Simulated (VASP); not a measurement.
# Rh (P6_3/mmc) in VASP: further runs

Rh is run at these levels: r2SCAN; tasks: single point.

Program: VASP 6.6.1. These are calculated values, not measurements. Logs are shortened: lines on timing, memory, paths and dates and some standing lists are left out, and cuts for length are marked.

### 1 The cell of the first run

Symmetry: P6_3/mmc, No. 194, hexagonal system. The conventional cell has a = 2.529 Å, b = 2.529 Å, c = 4.086 Å, α = 90.00°, β = 90.00°, γ = 120.00°. Within 3.3 Å of Rh (site symmetry -6m2) lie 12 Rh at 2.51 to 2.53 Å.

This isn't the form of Rh at room conditions, which is fcc.

### 2 Single point, r2SCAN

POSCAR reads:

```
Rh
1.0
    2.5289169120      0.0000000000      0.0000000000
   -1.2644584560      2.1901062898      0.0000000000
    0.0000000000      0.0000000000      4.0862126154
Rh
2
Direct
    0.6666666667      0.3333333333      0.7500000000
    0.3333333333      0.6666666667      0.2500000000
```

INCAR.step1 reads:

```
SYSTEM = Rh
PREC     = Accurate       ! precision mode
ENCUT    = 520            ! plane-wave cutoff, eV
ISMEAR   = 0              ! smearing method
SIGMA    = 0.1            ! smearing width, eV
LREAL    = .FALSE.        ! projectors in reciprocal space
LASPH    = .TRUE.         ! aspherical terms in the spheres
NELM     = 80             ! most SCF steps
NBANDS   = 22             ! bands
GGA      = PE             ! functional
ALGO     = Normal         ! electronic algorithm
EDIFF    = 1E-4           ! SCF threshold, eV
LWAVE    = .TRUE.         ! write WAVECAR
LCHARG   = .FALSE.        ! write CHGCAR
```

INCAR.step2 reads:

```
SYSTEM = Rh
PREC     = Accurate       ! precision mode
ENCUT    = 520            ! plane-wave cutoff, eV
EDIFF    = 1E-6           ! SCF threshold, eV
ISMEAR   = 0              ! smearing method
SIGMA    = 0.1            ! smearing width, eV
LREAL    = .FALSE.        ! projectors in reciprocal space
LASPH    = .TRUE.         ! aspherical terms in the spheres
NELM     = 80             ! most SCF steps
ALGO     = Normal         ! electronic algorithm
ISIF     = 2              ! what is computed and relaxed
LWAVE    = .FALSE.        ! write WAVECAR
LCHARG   = .FALSE.        ! write CHGCAR
METAGGA  = R2SCAN         ! meta-GGA
LMIXTAU  = .TRUE.       
NBANDS   = 22             ! bands
ISTART   = 1
```

KPOINTS reads:

```
regular mesh
0
G
  18 18 10
  0 0 0
```

Potentials or basis: VASP PAW PBE potentials, release 64 (Rh_pv).

Run with:

```bash
$ cat potpaw_PBE.64/Rh_pv/POTCAR > POTCAR
$ cp INCAR.step1 INCAR
$ mpirun -np 1 vasp_std > vasp.out
$ cp INCAR.step2 INCAR
$ mpirun -np 1 vasp_std > vasp.out
```

OUTCAR:

```text
SYSTEM = Rh
   PREC = Accurate
   ENCUT = 520
   EDIFF = 1E-6
   ISMEAR = 0
   LREAL = .FALSE.
   LASPH = .TRUE.
   NELM = 80
   ISIF = 2
   METAGGA = R2SCAN
   ISTART = 1

 ion  position               nearest neighbor table
   1  0.667  0.333  0.750-   2 2.51   2 2.51   2 2.51   2 2.51   2 2.51   2 2.51
   2  0.333  0.667  0.250-   1 2.51   1 2.51   1 2.51   1 2.51   1 2.51   1 2.51

  LATTYP: Found a hexagonal cell.
 ALAT       =     2.5289169120
 C/A-ratio  =     1.6157955194

  Lattice vectors:

 A1 = (   2.5289169120,   0.0000000000,   0.0000000000)
 A2 = (  -1.2644584560,   2.1901062898,   0.0000000000)
 A3 = (   0.0000000000,   0.0000000000,   4.0862126154)

Analysis of symmetry for initial positions (statically):
=====================================================================
 Subroutine PRICEL returns:
 Original cell was already a primitive cell.

 Routine SETGRP: Setting up the symmetry group for a
 hexagonal supercell.

 Subroutine GETGRP returns: Found 24 space group operations
 (whereof 12 operations were pure point group operations)
 out of a pool of 24 trial point group operations.

The static configuration has the point symmetry D_3d.
 The point group associated with its full space group is D_6h.

Analysis of symmetry for dynamics (positions and initial velocities):
=====================================================================
 Subroutine PRICEL returns:
 Original cell was already a primitive cell.

 Routine SETGRP: Setting up the symmetry group for a
 hexagonal supercell.

 Subroutine GETGRP returns: Found 24 space group operations
 (whereof 12 operations were pure point group operations)
 out of a pool of 24 trial point group operations.

The dynamic configuration has the point symmetry D_3d.
 The point group associated with its full space group is D_6h.

 Subroutine INISYM returns: Found 24 space group operations
 (whereof 12 operations are pure point group operations),
 and found     1 'primitive' translations

----------------------------------------------------------------------------------------

                                     Primitive cell

  volume of cell :      22.6319

  direct lattice vectors                    reciprocal lattice vectors
     2.528916912  0.000000000  0.000000000     0.395426198  0.228299422  0.000000000
    -1.264458456  2.190106290  0.000000000     0.000000000  0.456598844  0.000000000
     0.000000000  0.000000000  4.086212615     0.000000000  0.000000000  0.244725396

  length of vectors
     2.528916912  2.528916912  4.086212615     0.456598844  0.456598844  0.244725396

  position of ions in fractional coordinates (direct lattice)
     0.666666667  0.333333333  0.750000000
     0.333333333  0.666666667  0.250000000

  ion indices of the primitive-cell ions
   primitive index   ion index
                 1           1
                 2           2

----------------------------------------------------------------------------------------

 KPOINTS: regular mesh

Automatic generation of k-mesh.
 Grid dimensions read from file:
 generate k-points for:   18   18   10

 Generating k-lattice:

  Cartesian coordinates                     Fractional coordinates (reciprocal lattice)
     0.021968122  0.012683301  0.000000000     0.055555556  0.000000000  0.000000000
     0.000000000  0.025366602  0.000000000     0.000000000  0.055555556  0.000000000
     0.000000000  0.000000000  0.024472540     0.000000000  0.000000000  0.100000000

  Length of vectors
     0.025366602  0.025366602  0.024472540

  Shift w.r.t. Gamma in fractional coordinates (k-lattice)
     0.000000000  0.000000000  0.000000000

 Subroutine IBZKPT returns following result:
 ===========================================

 Found    222 irreducible k-points:

 Following reciprocal coordinates:
            Coordinates               Weight
  0.000000  0.000000  0.000000      1.000000
  0.055556 -0.000000  0.000000      6.000000
  0.111111 -0.000000  0.000000      6.000000
  0.166667 -0.000000  0.000000      6.000000
  0.222222 -0.000000  0.000000      6.000000
  0.277778 -0.000000  0.000000      6.000000
[... 16 lines left out ...]
  0.333333  0.111111  0.000000     12.000000
  0.388889  0.111111  0.000000     12.000000
 [... further k-points ...]
   k-points           NKPTS =    222   k-points in BZ     NKDIM =    222   number of bands    NBANDS=     22
   number of dos      NEDOS =    301   number of ions     NIONS =      2
   total plane-waves  NPLWV =  12000
   dimension x,y,z NGX =    20 NGY =   20 NGZ =   30
   dimension x,y,z NGXF=    40 NGYF=   40 NGZF=   60
   ions per type =               2
   NGX,Y,Z   is equivalent  to a cutoff of  13.15, 13.15, 12.21 a.u.
   NGXF,Y,Z  is equivalent  to a cutoff of  26.30, 26.30, 24.41 a.u.
 SYSTEM =  Rh
   PREC   = accura    normal or accurate (medium, high low for compatibility)
   ISTART =      1    job   : 0-new  1-cont  2-samecut
   ICHARG =      0    charge: 1-file 2-atom 10-const
   ISPIN  =      1    spin polarized calculation?
   LNONCOLLINEAR =      F non collinear calculations
   LSORBIT =      F    spin-orbit coupling
   LASPH  =      T    aspherical Exc in radial PAW
   ENCUT  =  520.0 eV  38.22 Ry    6.18 a.u.   4.70  4.70  7.60*2*pi/ulx,y,z
   NELM   =     80;   NELMIN=  2; NELMDL=  0     # of ELM steps
   EDIFF  = 0.1E-05   stopping-criterion for ELM
   LREAL  =      F    real-space projection
   EDIFFG = 0.1E-04   stopping-criterion for IOM
   NSW    =      0    number of steps for IOM
   IBRION =     -1    ionic relax: 0-MD 1-quasi-New 2-CG
   NFREE  =      0    steps in history (QN), initial steepest desc. (CG)
   ISIF   =      2    stress and relaxation
   ISYM   =      2    0-nonsym 1-usesym 2-fastsym
   POTIM  = 0.5000    time-step for ionic-motion
   TEBEG  =    0.0;   TEEND  =   0.0 temperature during run
   PSTRESS=    0.0 pullay stress
   NELECT =      30.0000    total number of electrons
   NUPDOWN=      -1.0000    fix difference up-down
   EMIN   =  10.00;   EMAX   =-10.00  energy-range for DOS
   EFERMI =   0.00;   METHOD = LEGACY
   ISMEAR =     0;   SIGMA  =   0.10  broadening in eV -4-tet -1-fermi 0-gaus
   EFERMI_NEDOS =   21; number of points for ismear=-14 and -15
   IALGO  =     38    algorithm
   IMIX   =      4    mixing-type and parameters
     AMIX     =   0.40;   BMIX     =  1.00
     AMIX_MAG =   1.60;   BMIX_MAG =  1.00
  volume/ion in A,a.u.               =      11.32        76.36
  Fermi-wavevector in a.u.,A,eV,Ry     =   1.798353  3.398395 44.002255  3.234075
  Thomas-Fermi vector in A             =   2.859509
   LORBIT       =      0    0 simple, 1 ext, 2 COOP (PROOUT), +10 PAW based schemes
   METAGGA = R2SCAN    functional components
   LHFCALC =     F    Hartree Fock is set to
   AEXX    =    0.0000 exact exchange contribution
   IVDW    =     0    specifies the selected vdW correction
   LEPSILON=     F    determine dielectric tensor
   LRPA    =     F    only Hartree local field effects (RPA)
 non-spin polarized calculation
 Gauss-broadening in eV      SIGMA  =   0.10
  energy-cutoff  :      520.00
  volume of cell :       22.63
 maximum number of plane-waves:       628
 NGX is ok and might be reduce to    20
   NGX =  9   NGY =  9   NGZ = 15

 number of electron      30.0000005 magnetization

 Free energy of the ion-electron system (eV)
  ---------------------------------------------------
  ext. energy  EPLUGINS =         0.00000000
  ---------------------------------------------------
  free energy    TOTEN  =       -46.99852191 eV

  energy without entropy =      -46.98675328  energy(sigma->0) =      -46.99263760

 E-fermi :  15.8491     XC(G=0): -16.7046

 val. band max:       15.8457128661   @ k =   0.3889   0.1667   0.2000
 cond. band min:      15.8521520505   @ k =   0.2222   0.0556   0.4000
 fundamental gap:      0.0064391844
 Fermi energy:        15.8490748538

 k-point     1 :       0.0000    0.0000    0.0000
  band No.  band energies     occupation
      1     -33.9788      2.00000
      2     -32.6360      2.00000
      3     -32.6360      2.00000
      4     -32.4339      2.00000
      5     -32.4234      2.00000
      6     -32.4234      2.00000
[... 14 lines left out ...]
     21      32.9599      0.00000
     22      32.9622      0.00000

 k-point     2 :       0.0556   -0.0000    0.0000
  band No.  band energies     occupation
      1     -33.9639      2.00000
      2     -32.6706      2.00000
      3     -32.6471      2.00000
      4     -32.4593      2.00000
      5     -32.4399      2.00000
      6     -32.4283      2.00000
[... 14 lines left out ...]
     21      32.9600      0.00000
     22      32.9622      0.00000

 k-point     3 :       0.1111   -0.0000    0.0000
  band No.  band energies     occupation
      1     -33.9204      2.00000
      2     -32.7702      2.00000
      3     -32.6787      2.00000
      4     -32.5614      2.00000
      5     -32.4579      2.00000
      6     -32.4431      2.00000
[... 14 lines left out ...]
     21      32.9622      0.00000
     22      33.1317      0.00000

 k-point     4 :       0.1667   -0.0000    0.0000
  band No.  band energies     occupation
      1     -33.8508      2.00000
      2     -32.9224      2.00000
      3     -32.7258      2.00000
      4     -32.7148      2.00000
      5     -32.4882      2.00000
      6     -32.4666      2.00000
[... 14 lines left out ...]
     21      32.9616      0.00000
     22      33.6860      0.00000

 k-point     5 :       0.2222   -0.0000    0.0000
  band No.  band energies     occupation
      1     -33.7596      2.00000
      2     -33.1086      2.00000
      3     -32.8979      2.00000
      4     -32.7818      2.00000
      5     -32.5311      2.00000
      6     -32.4968      2.00000
[... 417 lines left out ...]
 k-point    22 :       0.2778    0.1111    0.0000
  band No.  band energies     occupation
      1     -33.5062      2.00000
      2     -33.4708      2.00000
      3     -33.2932      2.00000
      4     -32.9267      2.00000
      5     -32.6711      2.00000
      6     -32.6389      2.00000
[... 14 lines left out ...]
     21      31.7183      0.00000
     22      32.9614      0.00000

 k-point    23 :       0.3333    0.1111    0.0000
  band No.  band energies     occupation
      1     -33.6094      2.00000
      2     -33.3975      2.00000
      3     -33.3932      2.00000
      4     -32.9916      2.00000
      5     -32.7423      2.00000
      6     -32.6720      2.00000
[... 14 lines left out ...]
     21      30.5406      0.00000
     22      32.4605      0.00000

 k-point    24 :       0.3889    0.1111    0.0000
  band No.  band energies     occupation
      1     -33.6993      2.00000
      2     -33.4582      2.00000
      3     -33.3095      2.00000
      4     -33.0333      2.00000
      5     -32.8057      2.00000
      6     -32.6936      2.00000
[... 14 lines left out ...]
     21      29.6993      0.00000
     22      31.9731      0.00000

 [... further k-points ...]

------------------------ aborting loop because EDIFF is reached ----------------------------------------

  FORCE on cell =-STRESS in cart. coord.  units (eV):
  Direction    XX          YY          ZZ          XY          YZ          ZX
  --------------------------------------------------------------------------------------
  -------------------------------------------------------------------------------------
  Total       13.1175076     13.1175076     13.1489921     -0.0000000     -0.0000000      0.0000000
  in kB      928.6267583    928.6267582    930.8556377     -0.0000000     -0.0000000      0.0000000
  external PRESSURE =     929.3697181 kB  Pullay stress =       0.0000000 kB

 VOLUME and BASIS-vectors are now :
 -----------------------------------------------------------------------------
  energy-cutoff  :      520.00
  volume of cell :       22.63
      direct lattice vectors                 reciprocal lattice vectors
     2.528916912  0.000000000  0.000000000     0.395426198  0.228299422  0.000000000
    -1.264458456  2.190106290  0.000000000     0.000000000  0.456598844  0.000000000
     0.000000000  0.000000000  4.086212615     0.000000000  0.000000000  0.244725396

 POSITION                                       TOTAL-FORCE (eV/Angst)
 -----------------------------------------------------------------------------------
      1.26446      0.73004      3.06466        -0.000000      0.000000      0.000000
     -0.00000      1.46007      1.02155         0.000000      0.000000      0.000000
 -----------------------------------------------------------------------------------
    total drift:                                0.000000     -0.000000      0.000000

  FREE ENERGIE OF THE ION-ELECTRON SYSTEM (eV)
  ---------------------------------------------------
  free  energy   TOTEN  =       -46.9985219139 eV

  energy  without entropy=      -46.9867532820  energy(sigma->0) =      -46.99263760
```

Run time: 4.7 min. Hardware: 1 thread of Intel Xeon Platinum 8259CL at 2.50GHz (Skylake/Cascade Lake), shared host; peak memory 0.2 GiB.

Results:

| Quantity | Value |
| --- | --- |
| Free energy | -46.9985 eV |
| Pressure | 92.9 GPa |
| Band gap on the k mesh | zero (bands 15 and 16 overlap by 3.39 eV) |

Stress tensor (GPa, compression positive):
```
92.86  0.00  0.00
 0.00 92.86  0.00
 0.00  0.00 93.09
```

Caveat: the cell stands under pressure; the PAW data sets were made with another functional, which shifts forces and pressure a little.

### 3 Single point, r2SCAN

This run uses another cell than the first one, of 12.10 Å³/atom.

POSCAR reads:

```
Rh
1.0
    2.5873395605      0.0000000000      0.0000000000
   -1.2936697802      2.2407017876      0.0000000000
    0.0000000000      0.0000000000      4.1747522362
Rh
2
Direct
    0.6666666667      0.3333333333      0.7500000000
    0.3333333333      0.6666666667      0.2500000000
```

INCAR.step1 reads:

```
ALGO     = Normal         # electronic algorithm
EDIFF    = 1E-4           # SCF threshold, eV
ENCUT    = 520            # plane-wave cutoff, eV
GGA      = PE             # functional
ISMEAR   = 0              # smearing method
LASPH    = True           # aspherical terms in the spheres
LCHARG   = False          # write CHGCAR
LREAL    = False          # projectors in reciprocal space
LWAVE    = True           # write WAVECAR
NBANDS   = 22             # bands
NELM     = 80             # most SCF steps
PREC     = Accurate       # precision mode
SIGMA    = 0.1            # smearing width, eV
```

INCAR.step2 reads:

```
ALGO     = Normal         # electronic algorithm
EDIFF    = 1E-7           # SCF threshold, eV
ENCUT    = 520            # plane-wave cutoff, eV
ISIF     = 2              # what is computed and relaxed
ISMEAR   = 0              # smearing method
ISTART   = 1            
LASPH    = True           # aspherical terms in the spheres
LCHARG   = True           # write CHGCAR
LELF     = True           # ELF
LMIXTAU  = True         
LREAL    = False          # projectors in reciprocal space
LVHAR    = True         
LWAVE    = False          # write WAVECAR
METAGGA  = R2SCAN         # meta-GGA
NBANDS   = 22             # bands
NELM     = 80             # most SCF steps
PREC     = Accurate       # precision mode
SIGMA    = 0.1            # smearing width, eV
```

KPOINTS reads:

```
k-points
0
Gamma
  18 18 10
```

Potentials or basis: VASP PAW PBE potentials, release 64 (Rh_pv).

Run with:

```bash
$ cat potpaw_PBE.64/Rh_pv/POTCAR > POTCAR
$ cp INCAR.step1 INCAR
$ mpirun -np 1 vasp_std > vasp.out
$ cp INCAR.step2 INCAR
$ mpirun -np 1 vasp_std > vasp.out
```

It took 5.6 min on 1 thread of Intel Xeon Platinum 8259CL at 2.50GHz (Skylake/Cascade Lake), shared host; peak memory 0.21 GiB.

Results (log left out):

```
Free energy            : -47.6993 eV
Pressure               : 52.2 GPa
Band gap on the k mesh : zero (bands 15 and 16 overlap by 3.05 eV)
```

Stress tensor (GPa, compression positive):
```
52.14  0.00  0.00
 0.00 52.14  0.00
 0.00  0.00 52.32
```

Levels at points of the mesh, in eV from the Fermi level:
```
           k point  band 12  band 13  band 14  band 15  band 16  band 17  band 18  band 19
(0.00, 0.00, 0.00)    -3.20    -3.20    -2.48    -2.48     0.14     0.14     0.78    10.53
(0.50, 0.00, 0.00)    -2.81    -2.64     0.53     0.81     0.93     3.66     6.19    11.97
(0.00, 0.00, 0.50)    -4.02    -3.95    -3.95    -0.57    -0.57    -0.57    -0.57    15.83
(0.50, 0.00, 0.50)    -2.18    -0.42    -0.42     0.77     0.77     3.13     3.13    11.21
```

Caveat: the cell stands under pressure; the PAW data sets were made with another functional, which shifts forces and pressure a little.

[end of part 1 of 3]
